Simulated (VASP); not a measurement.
# I (C2/m) in VASP: further runs

The runs below take I through single point, relaxation of cell and atoms, with BLYP, LDA, PBE, PBEsol, RPBE.

Everything below comes from runs of VASP 6.6.1. Logs are shortened: lines on timing, memory, paths and dates and some standing lists are left out, and cuts for length are marked.

### Step 1. The cell of the first run

The structure is monoclinic, space group C2/m (No. 12). Conventional cell: a = 6.993 Å, b = 13.475 Å, c = 2.981 Å, α = 90.00°, β = 114.73°, γ = 90.00°. Within 3.9 Å of I (site symmetry 2/m) lie 2 I at 2.98 Å.

### Step 2. Single point, BLYP

INCAR reads:

```
SYSTEM = I
AGGAC    = 1.0          
AGGAX    = 1.0          
ALDAC    = 0.0          
ALDAX    = 1.0          
ALGO     = Normal         ! electronic algorithm
EDIFF    = 1E-7           ! SCF threshold, eV
ENCUT    = 520            ! plane-wave cutoff, eV
GGA      = B5             ! functional
ISIF     = 2              ! what is computed and relaxed
ISMEAR   = -1             ! smearing method
LASPH    = .TRUE.         ! aspherical terms in the spheres
LCHARG   = .TRUE.         ! write CHGCAR
LELF     = .TRUE.         ! ELF
LREAL    = .FALSE.        ! projectors in reciprocal space
LVHAR    = .TRUE.       
LWAVE    = .FALSE.        ! write WAVECAR
NBANDS   = 10             ! bands
NELM     = 80             ! most SCF steps
PREC     = Accurate       ! precision mode
SIGMA    = 0.05           ! smearing width, eV
```

KPOINTS reads:

```
k-points
0
G
  7 7 11
  0 0 0
```

POSCAR reads:

```
I
1.0
    3.4753490328     -6.7372725877      0.5582010658
    3.4753490328      6.7372725877      0.5582010658
   -1.6955818817      0.0000000000      2.4513497180
I
1
Direct
    0.5000000000      0.5000000000      0.5000000000
```

Potentials or basis: VASP PAW PBE potentials, release 64 (I).

Command:

```sh
$ cat potpaw_PBE.64/I/POTCAR > POTCAR
$ mpirun -np 1 vasp_std > vasp.out
```

OUTCAR:

```text
SYSTEM = I
   EDIFF = 1E-7
   ENCUT = 520
   GGA = B5
   ISIF = 2
   ISMEAR = -1
   LASPH = .TRUE.
   LREAL = .FALSE.
   NELM = 80
   PREC = Accurate

 ion  position               nearest neighbor table
   1  0.500  0.500  0.500-

  Warning from LATTYP: Got some problem with cell dimensions!
  Tried to take original basis but could not verify dimensions!
  LATTYP: Found a base centered monoclinic cell.
 ALAT       =     6.9928440659
 B/A-ratio  =     1.9269048542
 C/A-ratio  =     0.4262390171
 COS(beta)  =    -0.4183384247

  Lattice vectors:

 A1 = (  -1.7797671511,   6.7372725877,  -3.0095507838)
 A2 = (  -1.7797671511,  -6.7372725877,  -3.0095507838)
 A3 = (  -1.6955818817,   0.0000000000,   2.4513497180)

Analysis of symmetry for initial positions (statically):
=====================================================================
 Subroutine PRICEL returns:
 Original cell was already a primitive cell.

 Routine SETGRP: Setting up the symmetry group for a
 base centered monoclinic supercell.

 Subroutine GETGRP returns: Found  4 space group operations
 (whereof  4 operations were pure point group operations)
 out of a pool of  4 trial point group operations.

The static configuration has the point symmetry C_2h.

Analysis of symmetry for dynamics (positions and initial velocities):
=====================================================================
 Subroutine PRICEL returns:
 Original cell was already a primitive cell.

 Routine SETGRP: Setting up the symmetry group for a
 base centered monoclinic supercell.

 Subroutine GETGRP returns: Found  4 space group operations
 (whereof  4 operations were pure point group operations)
 out of a pool of  4 trial point group operations.

The dynamic configuration has the point symmetry C_2h.

 Subroutine INISYM returns: Found  4 space group operations
 (whereof  4 operations are pure point group operations),
 and found     1 'primitive' translations

----------------------------------------------------------------------------------------

                                     Primitive cell

  volume of cell :     127.5470

  direct lattice vectors                    reciprocal lattice vectors
     3.475349033 -6.737272588  0.558201066     0.129484941 -0.074214008  0.089563850
     3.475349033  6.737272588  0.558201066     0.129484941  0.074214008  0.089563850
    -1.695581882  0.000000000  2.451349718    -0.058970478  0.000000000  0.367149053

  length of vectors
     7.601347331  7.601347331  2.980622981     0.174056750  0.174056750  0.371854735

  position of ions in fractional coordinates (direct lattice)
     0.500000000  0.500000000  0.500000000

  ion indices of the primitive-cell ions
   primitive index   ion index
                 1           1

----------------------------------------------------------------------------------------

 KPOINTS: k-points

Automatic generation of k-mesh.
 Grid dimensions read from file:
 generate k-points for:    7    7   11

 Generating k-lattice:

  Cartesian coordinates                     Fractional coordinates (reciprocal lattice)
     0.018497849 -0.010602001  0.012794836     0.142857143 -0.000000000  0.000000000
     0.018497849  0.010602001  0.012794836    -0.000000000  0.142857143  0.000000000
    -0.005360953  0.000000000  0.033377187    -0.000000000 -0.000000000  0.090909091

  Length of vectors
     0.024865250  0.024865250  0.033804976

  Shift w.r.t. Gamma in fractional coordinates (k-lattice)
     0.000000000  0.000000000  0.000000000

 Subroutine IBZKPT returns following result:
 ===========================================

 Found    156 irreducible k-points:

 Following reciprocal coordinates:
            Coordinates               Weight
  0.000000  0.000000  0.000000      1.000000
  0.142857 -0.000000 -0.000000      4.000000
  0.285714 -0.000000  0.000000      4.000000
  0.428571 -0.000000 -0.000000      4.000000
  0.142857  0.142857 -0.000000      2.000000
  0.285714  0.142857  0.000000      4.000000
[... 16 lines left out ...]
 -0.142857  0.000000  0.090909      4.000000
  0.142857  0.142857  0.090909      2.000000
 [... further k-points ...]
   k-points           NKPTS =    156   k-points in BZ     NKDIM =    156   number of bands    NBANDS=     10
   number of dos      NEDOS =    301   number of ions     NIONS =      1
   total plane-waves  NPLWV =  86400
   dimension x,y,z NGX =    60 NGY =   60 NGZ =   24
   dimension x,y,z NGXF=   120 NGYF=  120 NGZF=   48
   ions per type =               1
   NGX,Y,Z   is equivalent  to a cutoff of  13.12, 13.12, 13.39 a.u.
   NGXF,Y,Z  is equivalent  to a cutoff of  26.24, 26.24, 26.77 a.u.
 SYSTEM =  I
   PREC   = accura    normal or accurate (medium, high low for compatibility)
   ISTART =      0    job   : 0-new  1-cont  2-samecut
   ICHARG =      2    charge: 1-file 2-atom 10-const
   ISPIN  =      1    spin polarized calculation?
   LNONCOLLINEAR =      F non collinear calculations
   LSORBIT =      F    spin-orbit coupling
   LASPH  =      T    aspherical Exc in radial PAW
   ENCUT  =  520.0 eV  38.22 Ry    6.18 a.u.  14.13 14.13  5.54*2*pi/ulx,y,z
   NELM   =     80;   NELMIN=  2; NELMDL= -5     # of ELM steps
   EDIFF  = 0.1E-06   stopping-criterion for ELM
   LREAL  =      F    real-space projection
   EDIFFG = 0.1E-05   stopping-criterion for IOM
   NSW    =      0    number of steps for IOM
   IBRION =     -1    ionic relax: 0-MD 1-quasi-New 2-CG
   NFREE  =      0    steps in history (QN), initial steepest desc. (CG)
   ISIF   =      2    stress and relaxation
   ISYM   =      2    0-nonsym 1-usesym 2-fastsym
   POTIM  = 0.5000    time-step for ionic-motion
   TEBEG  =    0.0;   TEEND  =   0.0 temperature during run
   PSTRESS=    0.0 pullay stress
   NELECT =       7.0000    total number of electrons
   NUPDOWN=      -1.0000    fix difference up-down
   EMIN   =  10.00;   EMAX   =-10.00  energy-range for DOS
   EFERMI =   0.00;   METHOD = LEGACY
   ISMEAR =    -1;   SIGMA  =   0.05  broadening in eV -4-tet -1-fermi 0-gaus
   EFERMI_NEDOS =   21; number of points for ismear=-14 and -15
   IALGO  =     38    algorithm
   IMIX   =      4    mixing-type and parameters
     AMIX     =   0.40;   BMIX     =  1.00
     AMIX_MAG =   1.60;   BMIX_MAG =  1.00
  volume/ion in A,a.u.               =     127.55       860.73
  Fermi-wavevector in a.u.,A,eV,Ry     =   0.622134  1.175663  5.266149  0.387051
  Thomas-Fermi vector in A             =   1.681884
   LORBIT       =      0    0 simple, 1 ext, 2 COOP (PROOUT), +10 PAW based schemes
   GGA     = B5    functional components
   LHFCALC =     F    Hartree Fock is set to
   AEXX    =    0.0000 exact exchange contribution
   IVDW    =     0    specifies the selected vdW correction
   LEPSILON=     F    determine dielectric tensor
   LRPA    =     F    only Hartree local field effects (RPA)
 non-spin polarized calculation
  energy-cutoff  :      520.00
  volume of cell :      127.55
 maximum number of plane-waves:      3463
 NGX is ok and might be reduce to    60
   NGX = 29   NGY = 29   NGZ = 11

 number of electron       7.0000000 magnetization

 Free energy of the ion-electron system (eV)
  ---------------------------------------------------
  ext. energy  EPLUGINS =         0.00000000
  ---------------------------------------------------
  free energy    TOTEN  =        -1.13663952 eV

  energy without entropy =       -1.12254878  energy(sigma->0) =       -1.12959415

 E-fermi :  -3.1696     XC(G=0):  -3.7370

 val. band max:       -3.2445032758   @ k =  -0.1429  -0.2857   0.4545
 cond. band min:      -2.8805267384   @ k =   0.4286   0.4286   0.1818
 fundamental gap:      0.3639765374
 Fermi energy:        -3.1696135506

 k-point     1 :       0.0000    0.0000    0.0000
  band No.  band energies     occupation
      1     -15.9030      2.00000
      2      -5.1253      2.00000
      3      -5.0928      2.00000
      4       0.2385      0.00000
      5       1.2718      0.00000
      6       3.2872      0.00000
      7       3.9653      0.00000
      8       5.1996      0.00000
      9       6.4895      0.00000
     10       6.9113      0.00000

 k-point     2 :       0.1429   -0.0000   -0.0000
  band No.  band energies     occupation
      1     -15.9027      2.00000
      2      -5.1263      2.00000
      3      -5.1082      2.00000
      4       0.2386      0.00000
      5       1.4174      0.00000
      6       3.3521      0.00000
      7       3.7351      0.00000
      8       5.5360      0.00000
      9       6.1543      0.00000
     10       6.7876      0.00000

 k-point     3 :       0.2857   -0.0000    0.0000
  band No.  band energies     occupation
      1     -15.9021      2.00000
      2      -5.1437      2.00000
      3      -5.1270      2.00000
      4       0.2390      0.00000
      5       1.8127      0.00000
      6       3.1860      0.00000
      7       3.9022      0.00000
      8       4.8926      0.00000
      9       6.1383      0.00000
     10       6.9091      0.00000

 k-point     4 :       0.4286   -0.0000   -0.0000
  band No.  band energies     occupation
      1     -15.9016      2.00000
      2      -5.1703      2.00000
      3      -5.1287      2.00000
      4       0.2393      0.00000
      5       2.2577      0.00000
      6       3.0945      0.00000
      7       3.9347      0.00000
      8       4.5979      0.00000
      9       5.3656      0.00000
     10       7.1510      0.00000

 k-point     5 :       0.1429    0.1429   -0.0000
  band No.  band energies     occupation
      1     -15.9022      2.00000
      2      -5.1421      2.00000
      3      -5.1250      2.00000
      4       0.2390      0.00000
      5       1.7228      0.00000
      6       3.2425      0.00000
      7       3.7575      0.00000
      8       5.6825      0.00000
      9       5.7307      0.00000
     10       6.7756      0.00000

 k-point     6 :       0.2857    0.1429    0.0000
  band No.  band energies     occupation
      1     -15.9016      2.00000
      2      -5.1692      2.00000
      3      -5.1275      2.00000
      4       0.2393      0.00000
      5       2.2029      0.00000
      6       2.9578      0.00000
      7       4.1071      0.00000
      8       4.8269      0.00000
      9       5.3623      0.00000
     10       7.0572      0.00000
[... 183 lines left out ...]
 k-point    21 :      -0.4286    0.0000    0.0909
  band No.  band energies     occupation
      1     -15.7834      2.00000
      2      -5.0427      2.00000
      3      -5.0165      2.00000
      4      -0.8202      0.00000
      5       2.1866      0.00000
      6       3.2476      0.00000
      7       4.2472      0.00000
      8       4.4861      0.00000
      9       6.0173      0.00000
     10       7.4135      0.00000

 k-point    22 :      -0.2857    0.0000    0.0909
  band No.  band energies     occupation
      1     -15.7840      2.00000
      2      -5.0173      2.00000
      3      -5.0062      2.00000
      4      -0.8209      0.00000
      5       1.7231      0.00000
      6       3.3933      0.00000
      7       3.9516      0.00000
      8       5.2937      0.00000
      9       6.3651      0.00000
     10       6.9364      0.00000

 k-point    23 :      -0.1429    0.0000    0.0909
  band No.  band energies     occupation
      1     -15.7845      2.00000
      2      -5.0139      2.00000
      3      -4.9827      2.00000
      4      -0.8214      0.00000
      5       1.4500      0.00000
      6       3.4098      0.00000
      7       4.0763      0.00000
      8       5.4015      0.00000
      9       6.3805      0.00000
     10       7.3917      0.00000

 k-point    24 :       0.1429    0.1429    0.0909
  band No.  band energies     occupation
      1     -15.7833      2.00000
      2      -5.0487      2.00000
      3      -5.0136      2.00000
      4      -0.8202      0.00000
      5       2.1545      0.00000
      6       3.1609      0.00000
      7       4.1712      0.00000
      8       5.2329      0.00000
      9       5.6052      0.00000
     10       7.4274      0.00000

 [... further k-points ...]

------------------------ aborting loop because EDIFF is reached ----------------------------------------

  FORCE on cell =-STRESS in cart. coord.  units (eV):
  Direction    XX          YY          ZZ          XY          YZ          ZX
  --------------------------------------------------------------------------------------
  -------------------------------------------------------------------------------------
  Total        0.0123838     -0.0034273      0.0096458      0.0000000      0.0000000      0.0039495
  in kB        0.1555593     -0.0430521      0.1211650      0.0000000      0.0000000      0.0496116
  external PRESSURE =       0.0778907 kB  Pullay stress =       0.0000000 kB

 VOLUME and BASIS-vectors are now :
 -----------------------------------------------------------------------------
  energy-cutoff  :      520.00
  volume of cell :      127.55
      direct lattice vectors                 reciprocal lattice vectors
     3.475349033 -6.737272588  0.558201066     0.129484941 -0.074214008  0.089563850
     3.475349033  6.737272588  0.558201066     0.129484941  0.074214008  0.089563850
    -1.695581882  0.000000000  2.451349718    -0.058970478  0.000000000  0.367149053

 POSITION                                       TOTAL-FORCE (eV/Angst)
 -----------------------------------------------------------------------------------
      2.62756      0.00000      1.78388         0.000000      0.000000      0.000000
 -----------------------------------------------------------------------------------
    total drift:                                0.000000      0.000000      0.000000

  FREE ENERGIE OF THE ION-ELECTRON SYSTEM (eV)
  ---------------------------------------------------
  free  energy   TOTEN  =        -1.1366395222 eV

  energy  without entropy=       -1.1225487799  energy(sigma->0) =       -1.12959415
```

Wall time 4 min (1 thread of AMD EPYC 9R45 (Zen 5), shared host); peak memory 0.36 GiB.

What came out:

* Free energy: -1.1366 eV
* Pressure: 0.0 GPa
* Band gap on the k mesh: zero (an odd number of electrons rules out a gap without spin polarisation)

Levels at points of the mesh, in eV from the Fermi level:
```tsv
k point	band 1	band 2	band 3	band 4	band 5	band 6	band 7	band 8
(0.00, 0.00, 0.00)	-12.73	-1.96	-1.92	3.41	4.44	6.46	7.13	8.37
```

Caveat: the PAW data sets were made with another functional, which shifts forces and pressure a little; spin-orbit coupling is left out, which moves the levels of the heavy elements; an odd number of electrons without spin polarisation forces a metal; a magnetic or distorted state may lie lower.

### Step 3. Relaxation of cell and atoms, LDA

This run uses another cell than the first one, of 44.81 Å³/atom.

INCAR reads:

```
SYSTEM = I
ALGO = Normal
EDIFF = 1E-6
EDIFFG = -0.005
ENCUT = 600
IBRION = 2
ISIF = 3
ISMEAR = -1
LASPH = .TRUE.
LCHARG = .FALSE.
LREAL = .FALSE.
LWAVE = .FALSE.
NELM = 80
NSW = 80
PREC = Accurate
SIGMA = 0.05
```

KPOINTS is that of step 2.

POSCAR reads:

```
I
1.0
    2.5383465792     -3.7066249365      0.0000000000
    2.5383465792      3.7066249365      0.0000000000
   -1.6208748370      0.0000000000      2.3810977968
I
1
Direct
    0.5000000000      0.5000000000      0.5000000000
```

Potentials or basis: VASP PAW LDA potentials, release 64 (I).

Command:

```sh
$ cat potpaw_LDA.64/I/POTCAR > POTCAR
$ mpirun -np 1 vasp_std > vasp.out
```

It took 8.3 min on 1 thread of AMD EPYC 9R45 (Zen 5), shared host; peak memory 0.18 GiB.

Results (log left out):

```
Free energy                           : -1.9719 eV
Relaxed volume                        : 35.49 Å³/atom
Relaxed cell                          : a = 4.212 Å, b = 4.212 Å, c = 3.088 Å, α = 111.76°, β = 111.76°, γ = 115.58°
Space group after relaxing (to 0.1 Å) : Immm (No. 71)
Energy gained by relaxing             : 115.3 meV/atom
Ionic steps                           : 38
Pressure after relaxing               : 0.0 GPa
Band gap on the k mesh                : zero (an odd number of electrons rules out a gap without spin polarisation)
```

The path:
```csv
step,energy change (eV),largest force (eV/Å),pressure (GPa),volume (Å³)
1,0.0000,0.0000,-1.30,44.81
2,-0.0096,0.0000,0.01,42.50
3,-0.0096,0.0000,-0.07,42.61
4,-0.0184,0.0000,-0.02,41.52
5,-0.0419,0.0000,0.37,38.33
6,-0.0463,0.0000,3.32,32.26
7,-0.0552,0.0000,1.19,35.60
8,-0.0692,0.0000,-0.20,35.54
9,-0.0695,0.0000,-0.35,35.53
10,-0.0757,0.0000,-0.25,35.26
11,-0.0936,0.0000,0.44,34.42
12,-0.0614,0.0000,4.58,32.52
13,-0.1009,0.0000,0.98,34.01
14,-0.1014,0.0000,2.38,33.29
15,-0.1040,0.0000,1.49,33.72
16,-0.1041,0.0000,2.02,33.46
17,-0.1045,0.0000,1.79,33.57
18,-0.1062,0.0000,1.82,33.59
19,-0.1065,0.0000,1.84,33.60
20,-0.1084,0.0000,1.58,33.76
21,-0.1123,0.0000,0.85,34.23
22,-0.1126,0.0000,-0.45,35.18
23,-0.1137,0.0000,0.13,34.73
24,-0.1137,0.0000,0.16,34.71
25,-0.1139,0.0000,0.14,34.76
26,-0.1144,0.0000,0.13,34.89
27,-0.1148,0.0000,0.08,35.17
28,-0.1151,0.0000,0.03,35.28
29,-0.1153,0.0000,-0.01,35.46
30,-0.1153,0.0000,-0.04,35.48
31,-0.1153,0.0000,-0.03,35.48
32,-0.1153,0.0000,0.01,35.48
33,-0.1153,0.0000,0.03,35.48
34,-0.1153,0.0000,0.03,35.48
35,-0.1153,0.0000,0.02,35.48
36,-0.1153,0.0000,0.02,35.48
37,-0.1153,0.0000,0.02,35.48
38,-0.1153,0.0000,0.00,35.49
```

Final structure:
```
CELL_PARAMETERS angstrom
2.21471 -3.56359 -0.36668
2.21471 3.56359 -0.36668
-1.75698 0.00000 2.53927
ATOMIC_POSITIONS crystal
I 0.50000 0.50000 0.50000
```

Levels at points of the mesh, in eV from the Fermi level:
| k point | band 2 | band 3 | band 4 | band 5 | band 6 | band 7 |
| --- | --- | --- | --- | --- | --- | --- |
| (0.00, 0.00, 0.00) | -1.42 | 0.81 | 1.71 | 4.84 | 7.62 | 8.84 |

Caveat: the volume moved by over 15 % at a fixed basis, so the end points are rough; spin-orbit coupling is left out, which moves the levels of the heavy elements; an odd number of electrons without spin polarisation forces a metal; a magnetic or distorted state may lie lower.

(Continued in part 2 of 2.)

The gap in the log of VASP goes by the Fermi energy; the results here count the filled bands.